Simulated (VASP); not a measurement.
# KHF2 (I4/mcm) in VASP: further runs

KHF2 is run at these levels: r2SCAN; tasks: single point.

Everything below comes from runs of VASP 6.6.1. Logs are shortened: lines on timing, memory, paths and dates and some standing lists are left out, and cuts for length are marked.

## (1) The cell of the first run

Symmetry: I4/mcm, No. 140, tetragonal system. Conventional cell: a = 5.576 Å, b = 5.576 Å, c = 6.685 Å, α = 90.00°, β = 90.00°, γ = 90.00°. Within 3.6 Å of K (site symmetry 422) lie 8 F at 2.72 Å and 8 H at 3.25 Å and 2 K at 3.34 Å. Within 1.5 Å of H (site symmetry mmm) lie 2 F at 1.14 Å. Within 1.5 Å of F (site symmetry m2m) lie 1 H at 1.14 Å.

## (2) Single point, r2SCAN

The input, POSCAR:

```
KHF2
1.0
   -2.7879993200      2.7879993200      3.3426632000
    2.7879993200     -2.7879993200      3.3426632000
    2.7879993200      2.7879993200     -3.3426632000
K H F
2 2 4
Direct
    0.2500000000      0.2500000000      0.0000000000
    0.7500000000      0.7500000000      0.0000000000
    0.5000000000      0.0000000000      0.5000000000
    0.0000000000      0.5000000000      0.5000000000
    0.6442546120      0.1442546120      0.7885092239
    0.1442546120      0.3557453880      0.5000000000
    0.3557453880      0.8557453880      0.2114907761
    0.8557453880      0.6442546120      0.5000000000
```

The input, INCAR.step1:

```
ALGO = Normal ; EDIFF = 1E-4
ENCUT = 520 ; GGA = PE
ISMEAR = -1 ; LASPH = T
LCHARG = F ; LREAL = F
LWAVE = T ; NBANDS = 34
NELM = 60 ; PREC = Accurate
SIGMA = 0.02
```

The input, INCAR.step2:

```
ALGO = Normal ; EDIFF = 1E-6
ENCUT = 520 ; ISIF = 2
ISMEAR = -1 ; ISTART = 1
LASPH = T ; LCHARG = F
LMIXTAU = T ; LREAL = F
LWAVE = F ; METAGGA = R2SCAN
NBANDS = 34 ; NELM = 60
PREC = Accurate ; SIGMA = 0.02
```

The input, KPOINTS:

```
k-points
0
Gamma
  8 8 8
```

Potentials or basis: VASP PAW PBE potentials, release 64 (K_sv, H, F).

Run with:

```sh
$ cat potpaw_PBE.64/K_sv/POTCAR potpaw_PBE.64/H/POTCAR potpaw_PBE.64/F/POTCAR > POTCAR
$ cp INCAR.step1 INCAR
$ mpirun -np 1 vasp_std > vasp.out
$ cp INCAR.step2 INCAR
$ mpirun -np 1 vasp_std > vasp.out
```

OUTCAR:

```text
EDIFF = 1E-6
   ENCUT = 520
   ISIF = 2
   ISMEAR = -1
   ISTART = 1
   LASPH = T
   LREAL = F
   METAGGA = R2SCAN
   NELM = 60
   PREC = Accurate

 ion  position               nearest neighbor table
   1  0.250  0.250  0.000-   7 2.72   5 2.72   6 2.72   6 2.72   8 2.72   8 2.72   7 2.72   5 2.72
                             2 3.34   2 3.34
   2  0.750  0.750  0.000-   7 2.72   5 2.72   8 2.72   8 2.72   6 2.72   6 2.72   5 2.72   7 2.72
                             1 3.34   1 3.34
   3  0.500  0.000  0.500-   5 1.14   7 1.14
   4  0.000  0.500  0.500-   6 1.14   8 1.14
   5  0.644  0.144  0.789-   3 1.14   2 2.72   1 2.72   2 2.72   1 2.72
   6  0.144  0.356  0.500-   4 1.14   1 2.72   2 2.72   1 2.72   2 2.72
   7  0.356  0.856  0.211-   3 1.14   1 2.72   2 2.72   2 2.72   1 2.72
   8  0.856  0.644  0.500-   4 1.14   2 2.72   1 2.72   2 2.72   1 2.72

  LATTYP: Found a body centered tetragonal cell.
 ALAT       =     5.5759986400
 C/A-ratio  =     1.1989469208

  Lattice vectors:

 A1 = (  -2.7879993200,   2.7879993200,   3.3426632000)
 A2 = (   2.7879993200,  -2.7879993200,   3.3426632000)
 A3 = (   2.7879993200,   2.7879993200,  -3.3426632000)

Analysis of symmetry for initial positions (statically):
=====================================================================
 Subroutine PRICEL returns:
 Original cell was already a primitive cell.

 Routine SETGRP: Setting up the symmetry group for a
 body centered tetragonal supercell.

 Subroutine GETGRP returns: Found 16 space group operations
 (whereof  8 operations were pure point group operations)
 out of a pool of 16 trial point group operations.

The static configuration has the point symmetry C_4h.
 The point group associated with its full space group is D_4h.

Analysis of symmetry for dynamics (positions and initial velocities):
=====================================================================
 Subroutine PRICEL returns:
 Original cell was already a primitive cell.

 Routine SETGRP: Setting up the symmetry group for a
 body centered tetragonal supercell.

 Subroutine GETGRP returns: Found 16 space group operations
 (whereof  8 operations were pure point group operations)
 out of a pool of 16 trial point group operations.

The dynamic configuration has the point symmetry C_4h.
 The point group associated with its full space group is D_4h.

[... 113 lines left out ...]
   NSW    =      0    number of steps for IOM
   IBRION =     -1    ionic relax: 0-MD 1-quasi-New 2-CG
   NFREE  =      0    steps in history (QN), initial steepest desc. (CG)
   ISIF   =      2    stress and relaxation
   ISYM   =      2    0-nonsym 1-usesym 2-fastsym
   POTIM  = 0.5000    time-step for ionic-motion
   TEBEG  =    0.0;   TEEND  =   0.0 temperature during run
   PSTRESS=    0.0 pullay stress
   NELECT =      48.0000    total number of electrons
   NUPDOWN=      -1.0000    fix difference up-down
   EMIN   =  10.00;   EMAX   =-10.00  energy-range for DOS
   EFERMI =   0.00;   METHOD = LEGACY
   ISMEAR =    -1;   SIGMA  =   0.02  broadening in eV -4-tet -1-fermi 0-gaus
   EFERMI_NEDOS =   21; number of points for ismear=-14 and -15
   IALGO  =     38    algorithm
   IMIX   =      4    mixing-type and parameters
     AMIX     =   0.40;   BMIX     =  1.00
     AMIX_MAG =   1.60;   BMIX_MAG =  1.00
  volume/ion in A,a.u.               =      12.99        87.67
  Fermi-wavevector in a.u.,A,eV,Ry     =   1.265443  2.391341 21.787636  1.601346
  Thomas-Fermi vector in A             =   2.398696
   LORBIT       =      0    0 simple, 1 ext, 2 COOP (PROOUT), +10 PAW based schemes
   METAGGA = R2SCAN    functional components
   LHFCALC =     F    Hartree Fock is set to
   AEXX    =    0.0000 exact exchange contribution
   IVDW    =     0    specifies the selected vdW correction
   LEPSILON=     F    determine dielectric tensor
   LRPA    =     F    only Hartree local field effects (RPA)
 non-spin polarized calculation
  energy-cutoff  :      520.00
  volume of cell :      103.93
 maximum number of plane-waves:      2829
 NGX is ok and might be reduce to    40
   NGX = 19   NGY = 19   NGZ = 19

 number of electron      47.9999973 magnetization

 Free energy of the ion-electron system (eV)
  ---------------------------------------------------
  ext. energy  EPLUGINS =         0.00000000
  ---------------------------------------------------
  free energy    TOTEN  =       -50.70917235 eV

  energy without entropy =      -50.70917235  energy(sigma->0) =      -50.70917235

 E-fermi :  -3.4929     XC(G=0):  -9.1718

 val. band max:       -3.9898607391   @ k =   0.5000   0.5000   0.5000
 cond. band min:       4.0814520334   @ k =   0.0000   0.0000   0.0000
 fundamental gap:      8.0713127725
 Fermi energy:        -3.4929315759

 k-point     1 :       0.0000    0.0000    0.0000
  band No.  band energies     occupation
      1     -30.3527      2.00000
      2     -30.2120      2.00000
      3     -25.6318      2.00000
      4     -25.4608      2.00000
      5     -24.3597      2.00000
      6     -24.3597      2.00000
[... 877 lines left out ...]
     33      10.0065      0.00000
     34      10.0065      0.00000

 [... further k-points ...]

------------------------ aborting loop because EDIFF is reached ----------------------------------------

  FORCE on cell =-STRESS in cart. coord.  units (eV):
  Direction    XX          YY          ZZ          XY          YZ          ZX
  --------------------------------------------------------------------------------------
  -------------------------------------------------------------------------------------
  Total        0.5249182      0.5249182      0.2385381      0.0000000     -0.0000000      0.0000000
  in kB        8.0921565      8.0921565      3.6773111      0.0000000     -0.0000000      0.0000000
  external PRESSURE =       6.6205413 kB  Pullay stress =       0.0000000 kB

 VOLUME and BASIS-vectors are now :
 -----------------------------------------------------------------------------
  energy-cutoff  :      520.00
  volume of cell :      103.93
      direct lattice vectors                 reciprocal lattice vectors
    -2.787999320  2.787999320  3.342663200     0.000000000  0.179340072  0.149581328
     2.787999320 -2.787999320  3.342663200     0.179340072  0.000000000  0.149581328
     2.787999320  2.787999320 -3.342663200     0.179340072  0.179340072  0.000000000

 POSITION                                       TOTAL-FORCE (eV/Angst)
 -----------------------------------------------------------------------------------
      0.00000      0.00000      1.67133         0.000000      0.000000      0.000000
      0.00000      0.00000      5.01399        -0.000000     -0.000000      0.000000
      0.00000      2.78800      0.00000         0.000000      0.000000      0.000000
      2.78800      0.00000      0.00000         0.000000     -0.000000      0.000000
      0.80436      3.59236      0.00000         0.057315      0.057315     -0.000000
      1.98364      0.80436      0.00000        -0.057315      0.057315      0.000000
      1.98364     -0.80436      3.34266        -0.057315     -0.057315      0.000000
      0.80436      1.98364      3.34266         0.057315     -0.057315      0.000000
 -----------------------------------------------------------------------------------
    total drift:                                0.000000      0.000000     -0.000000

  FREE ENERGIE OF THE ION-ELECTRON SYSTEM (eV)
  ---------------------------------------------------
  free  energy   TOTEN  =       -50.7091723475 eV

  energy  without entropy=      -50.7091723475  energy(sigma->0) =      -50.70917235
```

OSZICAR.step1:

```text
N       E                     dE             d eps       ncg     rms          rms(c)
DAV:   1     0.388403115310E+03    0.38840E+03   -0.25470E+04  4012   0.135E+03
DAV:   2    -0.132619205743E+02   -0.40167E+03   -0.38740E+03  5048   0.382E+02
DAV:   3    -0.354776545956E+02   -0.22216E+02   -0.22109E+02  5542   0.832E+01
DAV:   4    -0.368930054088E+02   -0.14154E+01   -0.14135E+01  6512   0.128E+01
DAV:   5    -0.369007589300E+02   -0.77535E-02   -0.77524E-02  5222   0.113E+00    0.102E+01
DAV:   6    -0.342555322009E+02    0.26452E+01   -0.96744E+00  4714   0.176E+01    0.490E+00
DAV:   7    -0.342522892562E+02    0.32429E-02   -0.37813E-01  5648   0.317E+00    0.298E+00
DAV:   8    -0.342672900071E+02   -0.15001E-01   -0.10836E-01  4878   0.238E+00    0.385E-01
DAV:   9    -0.342682270123E+02   -0.93701E-03   -0.27300E-02  5200   0.884E-01    0.186E-01
DAV:  10    -0.342690857727E+02   -0.85876E-03   -0.31492E-03  5662   0.339E-01    0.801E-02
DAV:  11    -0.342691012417E+02   -0.15469E-04   -0.55808E-05  3768   0.498E-02
   1 F= -.34269101E+02 E0= -.34269101E+02  d E =-.674353E-12
```

It took 16 min on 1 thread of AMD EPYC 7R43 (Zen 3), shared host; peak memory 0.33 GiB.

What came out:

| Quantity | Value |
| --- | --- |
| Free energy | -50.7092 eV |
| Pressure | 0.7 GPa |
| Largest force | 0.081 eV/Å |
| Band gap on the k mesh | 8.07 eV (least direct gap 8.13 eV) |

Forces in eV/Å, atoms in the order of the input:
```
K    0.000  0.000  0.000
K    0.000  0.000  0.000
H    0.000  0.000  0.000
H    0.000  0.000  0.000
F    0.057  0.057  0.000
F   -0.057  0.057  0.000
F   -0.057 -0.057  0.000
F    0.057 -0.057  0.000
```

Levels at points of the mesh, in eV from the valence-band top:
```csv
k point,band 22,band 23,band 24,band 25,band 26,band 27
"(0.00, 0.00, 0.00)",-0.08,-0.08,-0.06,8.07,10.83,11.67
"(0.50, 0.00, 0.00)",-0.37,-0.25,-0.25,10.58,10.58,12.59
"(0.50, 0.50, 0.00)",-0.20,-0.18,-0.13,10.77,10.97,11.44
"(0.50, 0.50, 0.50)",-0.14,-0.14,0.00,10.45,11.22,11.84
```

Caveat: the PAW data sets were made with another functional, which shifts forces and pressure a little.

## (3) Single point, r2SCAN

This run uses another cell than the first one, of 13.26 Å³/atom.

The input, POSCAR:

```
KHF2
1.0
   -2.8068377300      2.8068377300      3.3652494500
    2.8068377300     -2.8068377300      3.3652494500
    2.8068377300      2.8068377300     -3.3652494500
K H F
2 2 4
Direct
    0.2500000000      0.2500000000      0.0000000000
    0.7500000000      0.7500000000      0.0000000000
    0.5000000000      0.0000000000      0.5000000000
    0.0000000000      0.5000000000      0.5000000000
    0.6434300200      0.1434300200      0.7868600300
    0.1434300200      0.3565699800      0.5000000000
    0.3565699800      0.8565699800      0.2131399700
    0.8565699800      0.6434300200      0.5000000000
```

The input, INCAR.step1:

```
PREC     = Accurate       # precision mode
ENCUT    = 520            # plane-wave cutoff, eV
ISMEAR   = -1             # smearing method
SIGMA    = 0.02           # smearing width, eV
LREAL    = False          # projectors in reciprocal space
LASPH    = True           # aspherical terms in the spheres
NELM     = 80             # most SCF steps
NBANDS   = 34             # bands
GGA      = PE             # functional
ALGO     = Normal         # electronic algorithm
EDIFF    = 1E-4           # SCF threshold, eV
LWAVE    = True           # write WAVECAR
LCHARG   = False          # write CHGCAR
```

The input, INCAR.step2:

```
PREC     = Accurate       # precision mode
ENCUT    = 520            # plane-wave cutoff, eV
EDIFF    = 1E-7           # SCF threshold, eV
ISMEAR   = -1             # smearing method
SIGMA    = 0.02           # smearing width, eV
LREAL    = False          # projectors in reciprocal space
LASPH    = True           # aspherical terms in the spheres
NELM     = 80             # most SCF steps
ALGO     = Normal         # electronic algorithm
ISIF     = 2              # what is computed and relaxed
LWAVE    = False          # write WAVECAR
LCHARG   = False          # write CHGCAR
METAGGA  = R2SCAN         # meta-GGA
LMIXTAU  = True         
NBANDS   = 34             # bands
ISTART   = 1
```

The input, KPOINTS:

```
Automatic mesh
0
Gamma
  8 8 8
```

Potentials or basis: VASP PAW PBE potentials, release 64 (K_sv, H, F).

Run with:

```sh
$ cat potpaw_PBE.64/K_sv/POTCAR potpaw_PBE.64/H/POTCAR potpaw_PBE.64/F/POTCAR > POTCAR
$ cp INCAR.step1 INCAR
$ mpirun -np 1 vasp_std > vasp.out
$ cp INCAR.step2 INCAR
$ mpirun -np 1 vasp_std > vasp.out
```

Run time: 21 min. Hardware: 1 thread of AMD EPYC 7R43 (Zen 3), shared host; peak memory 0.33 GiB.

Results (log left out):

```yaml
Free_energy: -50.7158 eV
Pressure: 0.0 GPa
Largest_force: 0.083 eV/Å
Band_gap_on_the_k_mesh: 7.98 eV (least direct gap 8.04 eV)
```

Forces in eV/Å, atoms in the order of the input:
```
K    0.000  0.000  0.000
K    0.000  0.000  0.000
H    0.000  0.000  0.000
H    0.000  0.000  0.000
F    0.058  0.058  0.000
F   -0.058  0.058  0.000
F   -0.058 -0.058  0.000
F    0.058 -0.058  0.000
```

Stress tensor (GPa, compression positive):
```
 0.09  0.00  0.00
 0.00  0.09  0.00
 0.00  0.00 -0.25
```

Levels at points of the mesh, in eV from the valence-band top:
```tsv
k point	band 21	band 22	band 23	band 24	band 25	band 26	band 27	band 28
(0.00, 0.00, 0.00)	-0.28	-0.09	-0.09	-0.05	7.98	10.78	11.63	11.71
(0.50, 0.00, 0.00)	-0.35	-0.35	-0.25	-0.25	10.48	10.48	12.48	12.48
(0.50, 0.50, 0.00)	-0.24	-0.20	-0.18	-0.13	10.67	10.91	11.31	11.62
(0.50, 0.50, 0.50)	-0.28	-0.14	-0.14	0.00	10.40	11.11	11.74	11.99
```

Caveat: the PAW data sets were made with another functional, which shifts forces and pressure a little. r2SCAN opens gaps a little over a GGA but as a rule still falls short of measured ones.

## (4) Single point, r2SCAN

This run uses another cell than the first one, of 13.26 Å³/atom.

The input, POSCAR:

```
KHF2
1.0
   -2.8068377300      2.8068377300      3.3652494500
    2.8068377300     -2.8068377300      3.3652494500
    2.8068377300      2.8068377300     -3.3652494500
K H F
2 2 4
Direct
    0.2500000000      0.2500000000      0.0000000000
    0.7500000000      0.7500000000      0.0000000000
    0.5000000000      0.0000000000      0.5000000000
    0.0000000000      0.5000000000      0.5000000000
    0.6434300175      0.1434300175      0.7868600350
    0.1434300175      0.3565699825      0.5000000000
    0.3565699825      0.8565699825      0.2131399650
    0.8565699825      0.6434300175      0.5000000000
```

The input, INCAR.step1:

```
  PREC = Accurate
  ENCUT = 520
  ISMEAR = -1
  SIGMA = 0.02
  LREAL = False
  LASPH = True
  NELM = 60
  NBANDS = 34
  GGA = PE
  ALGO = Normal
  EDIFF = 1E-4
  LWAVE = True
  LCHARG = False
```

The input, INCAR.step2:

```
  PREC = Accurate
  ENCUT = 520
  EDIFF = 1E-7
  ISMEAR = -1
  SIGMA = 0.02
  LREAL = False
  LASPH = True
  NELM = 60
  ALGO = Normal
  ISIF = 2
  LWAVE = False
  LCHARG = True
  METAGGA = R2SCAN
  LMIXTAU = True
  LELF = True
  LVHAR = True
  NBANDS = 34
  ISTART = 1
```

KPOINTS is that of step 3.

Potentials or basis: VASP PAW PBE potentials, release 64 (K_sv, H, F).

Run with:

```sh
$ cat potpaw_PBE.64/K_sv/POTCAR potpaw_PBE.64/H/POTCAR potpaw_PBE.64/F/POTCAR > POTCAR
$ cp INCAR.step1 INCAR
$ mpirun -np 1 vasp_std > vasp.out
$ cp INCAR.step2 INCAR
$ mpirun -np 1 vasp_std > vasp.out
```

OUTCAR:

```text
PREC = Accurate
   ENCUT = 520
   EDIFF = 1E-7
   ISMEAR = -1
   LREAL = False
   LASPH = True
   NELM = 60
   ISIF = 2
   METAGGA = R2SCAN
   ISTART = 1

 ion  position               nearest neighbor table
   1  0.250  0.250  0.000-   7 2.74   5 2.74   6 2.74   6 2.74   8 2.74   8 2.74   7 2.74   5 2.74
                             2 3.37   2 3.37
   2  0.750  0.750  0.000-   7 2.74   5 2.74   8 2.74   8 2.74   6 2.74   6 2.74   5 2.74   7 2.74
                             1 3.37   1 3.37
   3  0.500  0.000  0.500-   5 1.14   7 1.14
   4  0.000  0.500  0.500-   6 1.14   8 1.14
   5  0.643  0.143  0.787-   3 1.14   2 2.74   1 2.74   2 2.74   1 2.74
[... 1104 lines left out ...]
  Total        0.0571784      0.0571784     -0.1661454      0.0000000      0.0000000     -0.0000000
  in kB        0.8638353      0.8638353     -2.5100768      0.0000000      0.0000000     -0.0000000
  external PRESSURE =      -0.2608020 kB  Pullay stress =       0.0000000 kB

 VOLUME and BASIS-vectors are now :
 -----------------------------------------------------------------------------
  energy-cutoff  :      520.00
  volume of cell :      106.05
      direct lattice vectors                 reciprocal lattice vectors
    -2.806837730  2.806837730  3.365249450     0.000000000  0.178136411  0.148577396
     2.806837730 -2.806837730  3.365249450     0.178136411  0.000000000  0.148577396
     2.806837730  2.806837730 -3.365249450     0.178136411  0.178136411  0.000000000

 POSITION                                       TOTAL-FORCE (eV/Angst)
 -----------------------------------------------------------------------------------
      0.00000      0.00000      1.68262         0.000000     -0.000000      0.000000
      0.00000      0.00000      5.04787         0.000000      0.000000      0.000000
      0.00000      2.80684      0.00000         0.000000      0.000000      0.000000
      2.80684      0.00000      0.00000         0.000000      0.000000      0.000000
      0.80517      3.61201      0.00000         0.058404      0.058404     -0.000000
      2.00167      0.80517      0.00000        -0.058404      0.058404     -0.000000
      2.00167     -0.80517      3.36525        -0.058404     -0.058404      0.000000
      0.80517      2.00167      3.36525         0.058404     -0.058404      0.000000
 -----------------------------------------------------------------------------------
    total drift:                               -0.000000     -0.000000     -0.000000

  FREE ENERGIE OF THE ION-ELECTRON SYSTEM (eV)
  ---------------------------------------------------
  free  energy   TOTEN  =       -50.7158340780 eV

  energy  without entropy=      -50.7158340780  energy(sigma->0) =      -50.71583408
```

OSZICAR.step1:

```text
N       E                     dE             d eps       ncg     rms          rms(c)
DAV:   1     0.389051412212E+03    0.38905E+03   -0.25442E+04  4012   0.135E+03
DAV:   2    -0.133187572557E+02   -0.40237E+03   -0.38675E+03  5018   0.382E+02
DAV:   3    -0.355320878440E+02   -0.22213E+02   -0.22100E+02  5554   0.833E+01
DAV:   4    -0.369449155492E+02   -0.14128E+01   -0.14108E+01  6520   0.127E+01
DAV:   5    -0.369530812460E+02   -0.81657E-02   -0.81651E-02  5232   0.118E+00    0.102E+01
DAV:   6    -0.342974382329E+02    0.26556E+01   -0.97557E+00  4720   0.174E+01    0.476E+00
DAV:   7    -0.342913557862E+02    0.60824E-02   -0.36762E-01  5666   0.312E+00    0.291E+00
DAV:   8    -0.343053439195E+02   -0.13988E-01   -0.10853E-01  4890   0.239E+00    0.377E-01
DAV:   9    -0.343064346759E+02   -0.10908E-02   -0.26285E-02  5176   0.864E-01    0.184E-01
DAV:  10    -0.343073131864E+02   -0.87851E-03   -0.30708E-03  5602   0.334E-01    0.794E-02
DAV:  11    -0.343073279834E+02   -0.14797E-04   -0.54709E-05  3792   0.497E-02
   1 F= -.34307328E+02 E0= -.34307328E+02  d E =-.100988E-10
```

It took 19 min on 1 thread of AMD EPYC 7R43 (Zen 3), shared host; peak memory 0.33 GiB.

Results:

| Property | Result |
| --- | --- |
| Free energy | -50.7158 eV |
| Pressure | 0.0 GPa |
| Largest force | 0.083 eV/Å |
| Band gap on the k mesh | 7.98 eV (least direct gap 8.04 eV) |

Forces in eV/Å, atoms in the order of the input:
```
K    0.000  0.000  0.000
K    0.000  0.000  0.000
H    0.000  0.000  0.000
H    0.000  0.000  0.000
F    0.058  0.058  0.000
F   -0.058  0.058  0.000
F   -0.058 -0.058  0.000
F    0.058 -0.058  0.000
```

Levels at points of the mesh, in eV from the valence-band top:
```tsv
k point	band 21	band 22	band 23	band 24	band 25	band 26	band 27	band 28
(0.00, 0.00, 0.00)	-0.28	-0.09	-0.09	-0.05	7.98	10.78	11.63	11.71
(0.50, 0.00, 0.00)	-0.35	-0.35	-0.25	-0.25	10.48	10.48	12.48	12.48
(0.50, 0.50, 0.00)	-0.24	-0.20	-0.18	-0.13	10.67	10.91	11.31	11.62
(0.50, 0.50, 0.50)	-0.28	-0.14	-0.14	0.00	10.40	11.11	11.74	11.99
```

Caveat: the PAW data sets were made with another functional, which shifts forces and pressure a little. A k mesh can miss the band edges.
